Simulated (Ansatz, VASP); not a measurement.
## Al in VASP and in Ansatz

Contents of INCAR:

```
PREC = Accurate
ENCUT = 520
EDIFF = 1E-6
ISMEAR = 0
SIGMA = 0.15
LREAL = False
LASPH = True
NELM = 100
ALGO = Fast
ISIF = 2
LWAVE = False
LCHARG = False
GGA = PS
IVDW = 12
NBANDS = 8
```

File KPOINTS:

```
Automatic mesh
0
Gamma
  28 28 28
```

Contents of POSCAR:

```
Al
1.0
    0.0000000000      2.2872179307      1.4866916549
    2.2872179307      0.0000000000      1.4866916549
    2.2872179307      2.2872179307      0.0000000000
Al
1
Direct
    0.0000000000      0.0000000000      0.0000000000
```

Input for Ansatz:

```yaml
crystal:
  lattice:
    - [0.0, 2.2872179307, 1.4866916549]
    - [2.2872179307, 0.0, 1.4866916549]
    - [2.2872179307, 2.2872179307, 0.0]
  atoms:
    - { symbol: Al, position: [0.0, 0.0, 0.0] }
basis:
  ecutwfc: 420
kpoints:
  mp_grid: { grid: [28, 28, 28] }
hamiltonian:
  xc: pbesol
  dispersion: d3bj
scf:
  occupations: { method: gaussian, width: 0.15 }
output:
  forces: true
  stress: true
  eigenvalues: true
```

Alike in both runs: task single point; functional PBEsol; dispersion D3(BJ); k mesh 28 × 28 × 28; occupations gaussian, width 0.15 eV; no spin polarisation.

|  | VASP | Ansatz |
| --- | --- | --- |
| version | VASP 6.6.1 | Ansatz 0.2.0 |
| potentials or method | VASP PAW PBE potentials, release 64 (Al), cutoff 520 eV | scalar-relativistic, plane waves, PAW |
| valence electrons in the cell | 3 | 3 |

Ansatz gave:

| Quantity | Value |
| --- | --- |
| gap on the k mesh at the Fermi level (eV) | none |
| pressure (GPa) | 1.8 |
| traceless stress, the component that is largest in VASP (GPa) | -1.39 |

**Question.** Estimate VASP's values.

**Answer.** gap on the k mesh at the Fermi level (eV): none; pressure (GPa): 1.9; traceless stress, the component that is largest in VASP (GPa): -1.39.

VASP's potentials were made for PBE, not for PBEsol. A gap of «none» marks a metal or a gap that the smearing closes.
